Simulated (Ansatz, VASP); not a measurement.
# Br in VASP and in Ansatz

```xyz
6
Lattice="3.9326 0.0000 0.0000 -1.9663 3.4058 0.0000 0.0000 0.0000 12.8949" Properties=species:S:1:pos:R:3 pbc="T T T"
Br    0.0000    0.0000   10.7456
Br    0.0000    2.2705    0.0007
Br    0.0000    0.0000    2.1499
Br    0.0000    2.2705    4.2986
Br    0.0000    0.0000    6.4469
Br    0.0000    2.2705    8.5957
```

Alike in both runs: functional PBE; k mesh 12 × 12 × 2; occupations gaussian, width 0.1 eV; no spin polarisation.

Ansatz relaxed the structure, and its values are those at the end. VASP's run is a single point on that final structure, the one shown.

|  | VASP | Ansatz |
| --- | --- | --- |
| version | VASP 6.6.1 | Ansatz 0.2.0 |
| potentials or method | VASP PAW PBE potentials, release 64 (Br), cutoff 520 eV | scalar-relativistic, plane waves, PAW |
| valence electrons in the cell | 42 | 42 |

|  | VASP | Ansatz | Ansatz less VASP |
| --- | --- | --- | --- |
| gap on the k mesh at the Fermi level (eV) | none | none | - |
| pressure (GPa) | 0.0 | 0.0 | -0.01 |

A gap of «none» marks a metal or a gap that the smearing closes. With one functional, cell and mesh, what is left measures potentials, basis and numerics.
